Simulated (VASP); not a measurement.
# ZnS (Cm) in VASP: further runs, part 2 of 2

VASP 6.6.1. The steps go on from the part before.

## Step 3: Single point, r2SCAN (atom 1 (Zn) moved +0.360 Å towards its neighbour atom 4 (S) at 2.334 Å)

Contents of POSCAR:

```
ZnS
1.0
    3.8067217484      0.0000000000      0.0000000000
   -1.9033608742      3.2967177392      0.0000000000
    0.0000000000      0.0000000000      6.2457351519
Zn S
2 2
Direct
    0.2305049316      0.6152524658     -0.0140119679
    0.6666666667      0.3333333333      0.5053880718
    0.3333333333      0.6666666667      0.3796119282
    0.6666666667      0.3333333333      0.8796119282
```

Contents of INCAR.step1:

```
PREC = Accurate
ENCUT = 520
ISMEAR = 0
SIGMA = 0.05
LREAL = False
LASPH = True
NELM = 80
NBANDS = 26
GGA = PE
ALGO = Normal
EDIFF = 1E-4
LWAVE = True
LCHARG = False
```

Contents of INCAR.step2:

```
PREC = Accurate
ENCUT = 520
EDIFF = 1E-6
ISMEAR = 0
SIGMA = 0.05
LREAL = False
LASPH = True
NELM = 80
ALGO = Normal
ISIF = 2
LWAVE = False
LCHARG = True
METAGGA = R2SCAN
LMIXTAU = True
LELF = True
LVHAR = True
NBANDS = 26
ISTART = 1
```

Contents of KPOINTS:

```
regular mesh
0
Gamma
  6 6 4
```

Potentials or basis: VASP PAW PBE potentials, release 64 (Zn, S).

Run with:

```console
$ cat potpaw_PBE.64/Zn/POTCAR potpaw_PBE.64/S/POTCAR > POTCAR
$ cp INCAR.step1 INCAR
$ mpirun -np 1 vasp_std > vasp.out
$ cp INCAR.step2 INCAR
$ mpirun -np 1 vasp_std > vasp.out
```

Wall time 4.3 min (1 thread of AMD EPYC 7R13 (Zen 3), shared host); peak memory 0.22 GiB.

Results (log left out):

- Free energy: -37.0215 eV
- Pressure: 3.9 GPa
- Largest force: 5.055 eV/Å
- Band gap on the k mesh: 2.71 eV

Forces on the atoms (eV/Å):
```
Zn   4.051  2.339  1.919
Zn   0.030  0.018 -0.220
S   -0.102 -0.059 -0.403
S   -3.979 -2.297 -1.296
```

Stress tensor (GPa, compression positive):
```
9.58 6.55 4.75
6.55 2.01 2.74
4.75 2.74 0.22
```

Levels at points of the mesh, in eV from the valence-band top:
```
           k point  band 14  band 15  band 16  band 17  band 18  band 19  band 20  band 21  band 22  band 23
(0.00, 0.00, 0.00)    -1.38    -0.70    -0.19    -0.04     0.00     2.71     3.43     6.29     6.96     7.12
(0.50, 0.00, 0.00)    -4.36    -3.07    -2.43    -2.00    -1.06     4.21     4.81     5.39     7.51     7.66
(0.00, 0.50, 0.00)    -4.26    -3.48    -2.35    -1.57    -0.98     3.52     4.65     5.35     7.42     7.97
(0.00, 0.00, 0.50)    -2.75    -1.17    -0.49    -0.38    -0.23     3.77     4.17     6.33     7.14     7.18
(0.50, 0.00, 0.50)    -4.99    -2.02    -1.88    -1.56    -1.53     3.67     4.25     5.46     5.77     9.36
(0.00, 0.50, 0.50)    -4.85    -2.11    -1.77    -1.54    -1.40     3.59     4.02     5.06     5.73     9.29
```

Caveat: the cell differs from its parent crystal (atom 1 (Zn) moved +0.360 Å towards its neighbour atom 4 (S) at 2.334 Å); the cell stands under pressure; the PAW data sets were made with another functional, which shifts forces and pressure a little.

## Step 4: Single point, r2SCAN (atom 1 (Zn) moved -0.270 Å towards its neighbour atom 4 (S) at 2.334 Å)

POSCAR, as its differences from that of step 3:

```diff
@@ -8,3 +8,3 @@
 Direct
-    0.2305049316      0.6152524658     -0.0140119679
+    0.4104546346      0.7052273173      0.0199381016
     0.6666666667      0.3333333333      0.5053880718
```

Contents of INCAR.step1:

```
SYSTEM = ZnS
ALGO     = Normal         ! electronic algorithm
EDIFF    = 1E-4           ! SCF threshold, eV
ENCUT    = 520            ! plane-wave cutoff, eV
GGA      = PE             ! functional
ISMEAR   = 0              ! smearing method
LASPH    = .True.         ! aspherical terms in the spheres
LCHARG   = .False.        ! write CHGCAR
LREAL    = .False.        ! projectors in reciprocal space
LWAVE    = .True.         ! write WAVECAR
NBANDS   = 26             ! bands
NELM     = 60             ! most SCF steps
PREC     = Accurate       ! precision mode
SIGMA    = 0.05           ! smearing width, eV
```

Contents of INCAR.step2:

```
SYSTEM = ZnS
ALGO     = Normal         ! electronic algorithm
EDIFF    = 1E-7           ! SCF threshold, eV
ENCUT    = 520            ! plane-wave cutoff, eV
ISIF     = 2              ! what is computed and relaxed
ISMEAR   = 0              ! smearing method
ISTART   = 1            
LASPH    = .True.         ! aspherical terms in the spheres
LCHARG   = .True.         ! write CHGCAR
LELF     = .True.         ! ELF
LMIXTAU  = .True.       
LREAL    = .False.        ! projectors in reciprocal space
LVHAR    = .True.       
LWAVE    = .False.        ! write WAVECAR
METAGGA  = R2SCAN         ! meta-GGA
NBANDS   = 26             ! bands
NELM     = 60             ! most SCF steps
PREC     = Accurate       ! precision mode
SIGMA    = 0.05           ! smearing width, eV
```

Contents of KPOINTS:

```
k-points
0
Gamma
  6 6 4
  0 0 0
```

Run with:

```console
$ cat potpaw_PBE.64/Zn/POTCAR potpaw_PBE.64/S/POTCAR > POTCAR
$ cp INCAR.step1 INCAR
$ mpirun -np 1 vasp_std > vasp.out
$ cp INCAR.step2 INCAR
$ mpirun -np 1 vasp_std > vasp.out
```

It took 5.3 min on 1 thread of AMD EPYC 7R13 (Zen 3), shared host; peak memory 0.21 GiB.

Results (log left out):

- Free energy: -37.5716 eV
- Pressure: 0.9 GPa
- Largest force: 0.929 eV/Å
- Band gap on the k mesh: 2.65 eV

Forces in eV/Å, atoms in the order of the input:
```
Zn  -0.691 -0.399 -0.474
Zn  -0.044 -0.026  0.197
S    0.058  0.034  0.365
S    0.678  0.391 -0.088
```

Stress tensor (GPa, compression positive):
```
-0.10 -1.11 -0.94
-1.11  1.18 -0.54
-0.94 -0.54  1.58
```

Levels at points of the mesh, in eV from the valence-band top:
```tsv
k point	band 14	band 15	band 16	band 17	band 18	band 19	band 20	band 21	band 22	band 23
(0.00, 0.00, 0.00)	-1.29	-0.94	-0.26	-0.18	0.00	2.65	3.60	6.58	6.84	6.98
(0.50, 0.00, 0.00)	-4.04	-3.56	-2.50	-1.71	-0.96	3.75	4.54	5.23	7.09	7.94
(0.00, 0.50, 0.00)	-4.29	-3.49	-2.38	-2.05	-0.87	3.94	4.77	5.23	7.17	7.86
(0.00, 0.00, 0.50)	-2.97	-0.88	-0.77	-0.65	-0.20	3.86	4.24	6.72	6.99	7.09
(0.50, 0.00, 0.50)	-4.58	-1.95	-1.86	-1.69	-1.62	3.56	3.88	5.34	5.66	9.09
(0.00, 0.50, 0.50)	-5.00	-2.07	-1.95	-1.80	-1.35	3.67	3.96	5.42	5.79	9.09
```

Caveat: the cell differs from its parent crystal (atom 1 (Zn) moved -0.270 Å towards its neighbour atom 4 (S) at 2.334 Å); the PAW data sets were made with another functional, which shifts forces and pressure a little.

## Step 5: Single point, r2SCAN (atom 1 (Zn) moved +0.450 Å towards its neighbour atom 4 (S) at 2.334 Å)

POSCAR, as its differences from that of step 4:

```diff
@@ -8,3 +8,3 @@
 Direct
-    0.4104546346      0.7052273173      0.0199381016
+    0.2047978312      0.6023989156     -0.0188619779
     0.6666666667      0.3333333333      0.5053880718
```

Contents of INCAR.step1:

```
SYSTEM = ZnS
ALGO = Normal
EDIFF = 1E-4
ENCUT = 520
GGA = PE
ISMEAR = 0
LASPH = .TRUE.
LCHARG = .FALSE.
LREAL = .FALSE.
LWAVE = .TRUE.
NBANDS = 26
NELM = 100
PREC = Accurate
SIGMA = 0.05
```

Contents of INCAR.step2:

```
SYSTEM = ZnS
ALGO = Normal
EDIFF = 1E-6
ENCUT = 520
ISIF = 2
ISMEAR = 0
ISTART = 1
LASPH = .TRUE.
LCHARG = .FALSE.
LMIXTAU = .TRUE.
LREAL = .FALSE.
LWAVE = .FALSE.
METAGGA = R2SCAN
NBANDS = 26
NELM = 100
PREC = Accurate
SIGMA = 0.05
```

Contents of KPOINTS:

```
k-points
0
G
  6 6 4
  0 0 0
```

Run with:

```console
$ cat potpaw_PBE.64/Zn/POTCAR potpaw_PBE.64/S/POTCAR > POTCAR
$ cp INCAR.step1 INCAR
$ mpirun -np 1 vasp_std > vasp.out
$ cp INCAR.step2 INCAR
$ mpirun -np 1 vasp_std > vasp.out
```

Run time: 4.3 min. Hardware: 1 thread of AMD EPYC 7R13 (Zen 3), shared host; peak memory 0.22 GiB.

It converged, with:

| Item | Value |
| --- | --- |
| Free energy | -36.4451 eV |
| Pressure | 6.8 GPa |
| Largest force | 7.927 eV/Å |
| Band gap on the k mesh | 2.68 eV |

Forces in eV/Å, atoms in the order of the input:
```
Zn   6.378  3.682  2.933
Zn   0.019  0.011 -0.276
S   -0.138 -0.080 -0.466
S   -6.259 -3.613 -2.190
```

Stress tensor (GPa, compression positive):
```
15.56 10.10  7.28
10.10  3.89  4.20
 7.28  4.20  1.03
```

Levels at points of the mesh, in eV from the valence-band top:
| k point | band 16 | band 17 | band 18 | band 19 | band 20 | band 21 |
| --- | --- | --- | --- | --- | --- | --- |
| (0.00, 0.00, 0.00) | -0.20 | -0.03 | 0.00 | 2.68 | 3.38 | 6.17 |
| (0.50, 0.00, 0.00) | -2.46 | -2.05 | -1.07 | 4.25 | 4.81 | 5.38 |
| (0.00, 0.50, 0.00) | -2.32 | -1.53 | -0.96 | 3.34 | 4.63 | 5.33 |
| (0.00, 0.00, 0.50) | -0.49 | -0.35 | -0.18 | 3.67 | 4.19 | 6.14 |
| (0.50, 0.00, 0.50) | -1.91 | -1.53 | -1.48 | 3.58 | 4.33 | 5.43 |
| (0.00, 0.50, 0.50) | -1.79 | -1.51 | -1.33 | 3.47 | 4.03 | 4.93 |

Caveat: the cell differs from its parent crystal (atom 1 (Zn) moved +0.450 Å towards its neighbour atom 4 (S) at 2.334 Å); the cell stands under pressure; the PAW data sets were made with another functional, which shifts forces and pressure a little.

## Step 6: Single point, r2SCAN (atom 1 (Zn) moved -0.360 Å towards its neighbour atom 4 (S) at 2.334 Å)

POSCAR, as its differences from that of step 5:

```diff
@@ -8,3 +8,3 @@
 Direct
-    0.2047978312      0.6023989156     -0.0188619779
+    0.4361617351      0.7180808675      0.0247881115
     0.6666666667      0.3333333333      0.5053880718
```

Contents of INCAR.step1:

```
PREC     = Accurate       # precision mode
ENCUT    = 520            # plane-wave cutoff, eV
ISMEAR   = 0              # smearing method
SIGMA    = 0.05           # smearing width, eV
LREAL    = False          # projectors in reciprocal space
LASPH    = True           # aspherical terms in the spheres
NELM     = 100            # most SCF steps
NBANDS   = 26             # bands
GGA      = PE             # functional
ALGO     = Normal         # electronic algorithm
EDIFF    = 1E-4           # SCF threshold, eV
LWAVE    = True           # write WAVECAR
LCHARG   = False          # write CHGCAR
```

Contents of INCAR.step2:

```
PREC     = Accurate       # precision mode
ENCUT    = 520            # plane-wave cutoff, eV
EDIFF    = 1E-6           # SCF threshold, eV
ISMEAR   = 0              # smearing method
SIGMA    = 0.05           # smearing width, eV
LREAL    = False          # projectors in reciprocal space
LASPH    = True           # aspherical terms in the spheres
NELM     = 100            # most SCF steps
ALGO     = Normal         # electronic algorithm
ISIF     = 2              # what is computed and relaxed
LWAVE    = False          # write WAVECAR
LCHARG   = False          # write CHGCAR
METAGGA  = R2SCAN         # meta-GGA
LMIXTAU  = True         
NBANDS   = 26             # bands
ISTART   = 1
```

Contents of KPOINTS:

```
regular mesh
0
Gamma
  6 6 4
```

Potentials or basis: VASP PAW PBE potentials, release 64 (Zn, S).

Run with:

```console
$ cat potpaw_PBE.64/Zn/POTCAR potpaw_PBE.64/S/POTCAR > POTCAR
$ cp INCAR.step1 INCAR
$ mpirun -np 1 vasp_std > vasp.out
$ cp INCAR.step2 INCAR
$ mpirun -np 1 vasp_std > vasp.out
```

Run time: 3.8 min. Hardware: 1 thread of AMD EPYC 7R13 (Zen 3), shared host; peak memory 0.21 GiB.

It converged, with:

```
Free energy            : -37.4869 eV
Pressure               : 1.3 GPa
Largest force          : 1.009 eV/Å
Band gap on the k mesh : 2.59 eV
```

Forces in eV/Å, atoms in the order of the input:
```
Zn  -0.729 -0.421 -0.556
Zn  -0.066 -0.038  0.261
S    0.069  0.040  0.476
S    0.726  0.419 -0.181
```

Stress tensor (GPa, compression positive):
```
 0.23 -1.24 -1.05
-1.24  1.66 -0.61
-1.05 -0.61  2.09
```

Levels at points of the mesh, in eV from the valence-band top:
```tsv
k point	band 16	band 17	band 18	band 19	band 20	band 21
(0.00, 0.00, 0.00)	-0.31	-0.24	0.00	2.59	3.62	6.56
(0.50, 0.00, 0.00)	-2.57	-1.70	-0.97	3.68	4.47	5.14
(0.00, 0.50, 0.00)	-2.40	-2.15	-0.82	3.86	4.79	5.13
(0.00, 0.00, 0.50)	-0.86	-0.69	-0.13	3.78	4.31	6.58
(0.50, 0.00, 0.50)	-1.89	-1.70	-1.62	3.44	3.85	5.24
(0.00, 0.50, 0.50)	-2.03	-1.83	-1.23	3.56	3.96	5.36
```

Caveat: the cell differs from its parent crystal (atom 1 (Zn) moved -0.360 Å towards its neighbour atom 4 (S) at 2.334 Å); the PAW data sets were made with another functional, which shifts forces and pressure a little.

## Step 7: Overview

| cell | gap on the mesh (eV) | pressure (GPa) | largest force (eV/Å) |
| --- | --- | --- | --- |
| as given, atomic positions A | 2.53 | 1.8 | 1.04 |
| as given, atomic positions B | 2.71 | 3.9 | 5.06 |
| as given, atomic positions C | 2.65 | 0.9 | 0.93 |
| as given, atomic positions D | 2.68 | 6.8 | 7.93 |
| as given, atomic positions E | 2.59 | 1.3 | 1.01 |

Alike in all rows: task single point; level r2SCAN; potentials or basis VASP PAW PBE potentials, release 64 (Zn, S); no spin polarisation; k mesh 6 × 6 × 4; cutoff (eV) 520; smearing gaussian 0.05 eV.

Caveats: the PAW data sets were made with another functional, which shifts forces and pressure a little; the cell stands under pressure (at least some runs).

Total energies depend on the potentials used, so only differences within one code and one set of settings carry meaning.
